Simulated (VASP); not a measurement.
A run of VASP 6.6.1:

INCAR

```
PREC     = Accurate       # precision mode
ENCUT    = 600            # plane-wave cutoff, eV
EDIFF    = 1E-7           # SCF threshold, eV
ISMEAR   = 0              # smearing method
SIGMA    = 0.1            # smearing width, eV
LREAL    = False          # projectors in reciprocal space
LASPH    = True           # aspherical terms in the spheres
NELM     = 80             # most SCF steps
ALGO     = Normal         # electronic algorithm
ISIF     = 3              # what is computed and relaxed
LWAVE    = False          # write WAVECAR
LCHARG   = False          # write CHGCAR
GGA      = PE             # functional
IBRION   = 2              # ionic algorithm
NSW      = 90             # ionic steps
EDIFFG   = -0.04          # ionic threshold
```

KPOINTS

```
Automatic mesh
0
Gamma
  4 4 4
```

POSCAR

```
BeS3
1.0
    4.1038207023      0.0000000000      0.0000000000
    0.0000000000      4.1038207023      0.0000000000
    0.0000000000      0.0000000000      4.1038207023
Be S
1 3
Direct
    0.0000000000      0.0000000000      0.0000000000
    0.0000000000      0.5000000000      0.5000000000
    0.5000000000      0.0000000000      0.5000000000
    0.5000000000      0.5000000000      0.0000000000
```

Potentials or basis: VASP PAW PBE potentials, release 64 (Be, S).

The run is started by

```sh
$ cat potpaw_PBE.64/Be/POTCAR potpaw_PBE.64/S/POTCAR > POTCAR
$ mpirun -np 1 vasp_std > vasp.out
```

Hardware: 1 thread of Intel(R) Xeon(R) 6975P-C (Granite Rapids), on a shared host.

Task: Estimate the wall time of this run.

Result: Run time: 15 s on 1 thread of Intel(R) Xeon(R) 6975P-C (Granite Rapids), on a shared host, peak memory 0.2 GiB. Counts: scf iterations 31, k points 10, ion steps 3.
